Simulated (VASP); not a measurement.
# TaN (P1) in VASP: single point with PBEsol

Aim: the single point of TaN with PBEsol.

All numbers are computed with VASP 6.6.1; they aren't measurements. Logs are shortened: lines on timing, memory, paths and dates and some standing lists are left out, and cuts for length are marked.

## Step 1: The cell of the first run

The typed cell holds 2 atoms: a = 2.924 Å, b = 2.924 Å, c = 2.871 Å, α = 90.00°, β = 90.00°, γ = 120.00°.

## Step 2: Single point, PBEsol (atoms moved at random)

File INCAR:

```
  PREC = Accurate
  ENCUT = 520
  EDIFF = 1E-6
  ISMEAR = 0
  SIGMA = 0.15
  LREAL = False
  LASPH = True
  NELM = 80
  ALGO = Normal
  ISIF = 2
  LWAVE = False
  LCHARG = False
  GGA = PS
  NBANDS = 15
```

File KPOINTS:

```
regular mesh
0
Gamma
  12 12 12
```

File POSCAR:

```
TaN
1.0
    2.9239890448      0.0000000000      0.0000000000
   -1.4619945224      2.5322487932      0.0000000000
    0.0000000000      0.0000000000      2.8707276426
Ta N
1 1
Direct
    0.2613113837      0.4822978189      0.4782692686
    0.0720219496      0.1843688477      0.0217307314
```

Potentials or basis: VASP PAW PBE potentials, release 64 (Ta_pv, N).

Started as:

```
cat potpaw_PBE.64/Ta_pv/POTCAR potpaw_PBE.64/N/POTCAR > POTCAR
mpirun -np 1 vasp_std > vasp.out
```

OUTCAR:

```text
PREC = Accurate
   ENCUT = 520
   EDIFF = 1E-6
   ISMEAR = 0
   LREAL = False
   LASPH = True
   NELM = 80
   ISIF = 2
   GGA = PS

 ion  position               nearest neighbor table
   1  0.261  0.482  0.478-   2 1.52   2 1.74   2 2.59
   2  0.072  0.184  0.022-   1 1.52   1 1.74   1 2.59

  LATTYP: Found a hexagonal cell.
 ALAT       =     2.9239890448
 C/A-ratio  =     0.9817846779

  Lattice vectors:

 A1 = (   2.9239890448,   0.0000000000,   0.0000000000)
 A2 = (  -1.4619945224,   2.5322487932,   0.0000000000)
 A3 = (   0.0000000000,   0.0000000000,   2.8707276426)

Analysis of symmetry for initial positions (statically):
=====================================================================
 Subroutine PRICEL returns:
 Original cell was already a primitive cell.

 Routine SETGRP: Setting up the symmetry group for a
 hexagonal supercell.

 Subroutine GETGRP returns: Found  1 space group operations
 (whereof  1 operations were pure point group operations)
 out of a pool of 24 trial point group operations.

The static configuration has the point symmetry C_1 .

Analysis of symmetry for dynamics (positions and initial velocities):
=====================================================================
 Subroutine PRICEL returns:
 Original cell was already a primitive cell.

 Routine SETGRP: Setting up the symmetry group for a
 hexagonal supercell.

 Subroutine GETGRP returns: Found  1 space group operations
 (whereof  1 operations were pure point group operations)
 out of a pool of 24 trial point group operations.

The dynamic configuration has the point symmetry C_1 .

 Subroutine INISYM returns: Found  1 space group operations
 (whereof  1 operations are pure point group operations),
 and found     1 'primitive' translations

----------------------------------------------------------------------------------------

                                     Primitive cell

  volume of cell :      21.2556

  direct lattice vectors                    reciprocal lattice vectors
     2.923989045  0.000000000  0.000000000     0.341998545  0.197452952  0.000000000
    -1.461994522  2.532248793  0.000000000     0.000000000  0.394905904  0.000000000
     0.000000000  0.000000000  2.870727643     0.000000000  0.000000000  0.348343739

  length of vectors
     2.923989045  2.923989045  2.870727643     0.394905904  0.394905904  0.348343739

  position of ions in fractional coordinates (direct lattice)
     0.261311384  0.482297819  0.478269269
[... 89 lines left out ...]
   NELECT =      16.0000    total number of electrons
   NUPDOWN=      -1.0000    fix difference up-down
   EMIN   =  10.00;   EMAX   =-10.00  energy-range for DOS
   EFERMI =   0.00;   METHOD = LEGACY
   ISMEAR =     0;   SIGMA  =   0.15  broadening in eV -4-tet -1-fermi 0-gaus
   EFERMI_NEDOS =   21; number of points for ismear=-14 and -15
   IALGO  =     38    algorithm
   IMIX   =      4    mixing-type and parameters
     AMIX     =   0.40;   BMIX     =  1.00
     AMIX_MAG =   1.60;   BMIX_MAG =  1.00
  volume/ion in A,a.u.               =      10.63        71.72
  Fermi-wavevector in a.u.,A,eV,Ry     =   1.489213  2.814204 30.174390  2.217755
  Thomas-Fermi vector in A             =   2.602150
   LORBIT       =      0    0 simple, 1 ext, 2 COOP (PROOUT), +10 PAW based schemes
   GGA     = PS    functional components
   LHFCALC =     F    Hartree Fock is set to
   AEXX    =    0.0000 exact exchange contribution
   IVDW    =     0    specifies the selected vdW correction
   LEPSILON=     F    determine dielectric tensor
   LRPA    =     F    only Hartree local field effects (RPA)
 non-spin polarized calculation
 Gauss-broadening in eV      SIGMA  =   0.15
  energy-cutoff  :      520.00
  volume of cell :       21.26
 maximum number of plane-waves:       599
 NGX is ok and might be reduce to    24
   NGX = 11   NGY = 11   NGZ = 11

 number of electron      15.9999998 magnetization

 Free energy of the ion-electron system (eV)
  ---------------------------------------------------
  ext. energy  EPLUGINS =         0.00000000
  ---------------------------------------------------
  free energy    TOTEN  =       -16.02905857 eV

  energy without entropy =      -16.02007303  energy(sigma->0) =      -16.02456580

 E-fermi :   8.2460     XC(G=0): -13.2404

 val. band max:        8.2396568078   @ k =   0.3333  -0.4167  -0.3333
 cond. band min:       8.2466863952   @ k =  -0.1667   0.1667   0.5000
 fundamental gap:      0.0070295874
 Fermi energy:         8.2459706238

 k-point     1 :       0.0000    0.0000    0.0000
  band No.  band energies     occupation
      1     -27.5256      2.00000
      2     -25.9736      2.00000
      3     -25.5330      2.00000
      4      -9.7348      2.00000
      5      -1.0483      2.00000
      6       3.0068      2.00000
      7       3.1030      2.00000
      8       6.0799      2.00000
      9      10.5417      0.00000
     10      11.4537      0.00000
     11      12.8642      0.00000
     12      15.8671      0.00000
     13      16.8906      0.00000
     14      19.3137      0.00000
[... 401 lines left out ...]
      2     -26.3133      2.00000
      3     -25.6934      2.00000
      4      -9.0470      2.00000
      5      -0.7246      2.00000
      6       2.1586      2.00000
      7       3.0802      2.00000
      8       5.4499      2.00000
      9      10.8879      0.00000
     10      11.2567      0.00000
     11      12.5927      0.00000
     12      17.0627      0.00000
     13      18.6507      0.00000
     14      22.4317      0.00000
     15      22.7155      0.00000

 [... further k-points ...]

------------------------ aborting loop because EDIFF is reached ----------------------------------------

  FORCE on cell =-STRESS in cart. coord.  units (eV):
  Direction    XX          YY          ZZ          XY          YZ          ZX
  --------------------------------------------------------------------------------------
  -------------------------------------------------------------------------------------
  Total        3.3302729     17.3630933     49.4169785      1.1978481     10.9470429      1.8014593
  in kB      251.0246135   1308.7707383   3724.8832503     90.2896995    825.1507500    135.7878544
  external PRESSURE =    1761.5595340 kB  Pullay stress =       0.0000000 kB

 VOLUME and BASIS-vectors are now :
 -----------------------------------------------------------------------------
  energy-cutoff  :      520.00
  volume of cell :       21.26
      direct lattice vectors                 reciprocal lattice vectors
     2.923989045  0.000000000  0.000000000     0.341998545  0.197452952  0.000000000
    -1.461994522  2.532248793  0.000000000     0.000000000  0.394905904  0.000000000
     0.000000000  0.000000000  2.870727643     0.000000000  0.000000000  0.348343739

 POSITION                                       TOTAL-FORCE (eV/Angst)
 -----------------------------------------------------------------------------------
      0.05895      1.22130      1.37298         3.394932     19.672263     14.901838
     -0.05895      0.46687      0.06238        -3.394932    -19.672263    -14.901838
 -----------------------------------------------------------------------------------
    total drift:                               -0.000163     -0.001865     -0.000486

  FREE ENERGIE OF THE ION-ELECTRON SYSTEM (eV)
  ---------------------------------------------------
  free  energy   TOTEN  =       -16.0290585680 eV

  energy  without entropy=      -16.0200730328  energy(sigma->0) =      -16.02456580
```

OSZICAR:

```text
N       E                     dE             d eps       ncg     rms          rms(c)
DAV:   1     0.100916015208E+03    0.10092E+03   -0.86044E+03 26080   0.110E+03
DAV:   2    -0.168378484810E+02   -0.11775E+03   -0.11087E+03 31507   0.314E+02
DAV:   3    -0.197339245410E+02   -0.28961E+01   -0.28839E+01 30338   0.481E+01
DAV:   4    -0.197456928177E+02   -0.11768E-01   -0.11765E-01 33628   0.334E+00
DAV:   5    -0.197457679697E+02   -0.75152E-04   -0.75149E-04 30450   0.247E-01    0.401E+01
DAV:   6    -0.161538949941E+02    0.35919E+01   -0.75881E+00 35441   0.312E+01    0.164E+01
DAV:   7    -0.160674556964E+02    0.86439E-01   -0.95187E-01 27608   0.851E+00    0.108E+01
DAV:   8    -0.160344680113E+02    0.32988E-01   -0.65016E-02 33628   0.242E+00    0.596E-01
DAV:   9    -0.160293520808E+02    0.51159E-02   -0.13731E-02 31591   0.129E+00    0.256E-01
DAV:  10    -0.160290622189E+02    0.28986E-03   -0.15623E-03 32893   0.394E-01    0.363E-02
DAV:  11    -0.160290578179E+02    0.44009E-05   -0.10601E-04 31626   0.101E-01    0.214E-02
DAV:  12    -0.160290585680E+02   -0.75010E-06   -0.55684E-06 31395   0.302E-02
   1 F= -.16029059E+02 E0= -.16024566E+02  d E =-.898554E-02
```

stdout:

```text
POSCAR found type information on POSCAR TaN
 POSCAR found :  2 types and       2 ions
 scaLAPACK will be used
 -----------------------------------------------------------------------------
|                                                                             |
|                                                                             |
|     You enforced a specific xc type in the INCAR file but a different       |
|     I HOPE YOU KNOW WHAT YOU ARE DOING!                                     |
|                                                                             |
 -----------------------------------------------------------------------------

 LDA part: xc-table for (Slater+PW92), standard interpolation
 POSCAR, INCAR and KPOINTS ok, starting setup
 FFT: planning ... GRIDC
 FFT: planning ... GRID_SOFT
 FFT: planning ... GRID
 WAVECAR not read
 entering main loop
```

Run time: 1.9 min. Hardware: 1 thread of Intel Xeon Platinum 8375C at 2.90GHz (Ice Lake), shared host; peak memory 0.38 GiB.

Results:

```yaml
Free_energy: -16.0291 eV
Pressure: 176.2 GPa
Largest_force: 24.912 eV/Å
Band_gap_on_the_k_mesh: zero (bands 8 and 9 overlap by 1.80 eV)
```

Forces on the atoms (eV/Å):
```
Ta    3.395  19.672  14.902
N    -3.395 -19.672 -14.902
```

Caveat: the cell differs from its parent crystal (atoms moved at random); atoms lie so close that the PAW spheres overlap strongly, which falsifies energies and pressures; the cell stands under pressure; the PAW data sets were made with another functional, which shifts forces and pressure a little; spin-orbit coupling is left out, which moves the levels of the heavy elements.
